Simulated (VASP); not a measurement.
Here is a VASP 6.6.1 calculation.

Contents of INCAR:

```
SYSTEM = Sn
ALGO = Normal ; EDIFF = 1E-7
ENCUT = 520 ; ISIF = 2
ISMEAR = -1 ; LASPH = .TRUE.
LCHARG = .FALSE. ; LREAL = .FALSE.
LWAVE = .FALSE. ; NBANDS = 28
NELM = 80 ; PREC = Accurate
SIGMA = 0.05
```

KPOINTS

```
k-points
0
G
  9 9 12
  0 0 0
```

Contents of POSCAR:

```
Sn
1.0
    4.1784697444      0.0000000000      0.0000000000
   -2.0892348722      3.6186609476      0.0000000000
    0.0000000000      0.0000000000      2.4851624589
Sn
3
Direct
    0.0000000000      0.0000000000      0.0000000000
    0.3333333333      0.6666666667      0.5000000000
    0.6666666667      0.3333333333      0.5000000000
```

Potentials or basis: VASP PAW LDA potentials, release 64 (Sn_d).

Command:

```sh
$ cat potpaw_LDA.64/Sn_d/POTCAR > POTCAR
$ mpirun -np 1 vasp_std > vasp.out
```

(1) What does it give for the band gap on the k mesh?

(2) Predict the pressure.

## Answers

(1) zero (bands 21 and 22 overlap by 9.19 eV).

(2) 242.3 GPa.

Caveat: the cell stands under pressure; spin-orbit coupling is left out, which moves the levels of the heavy elements.
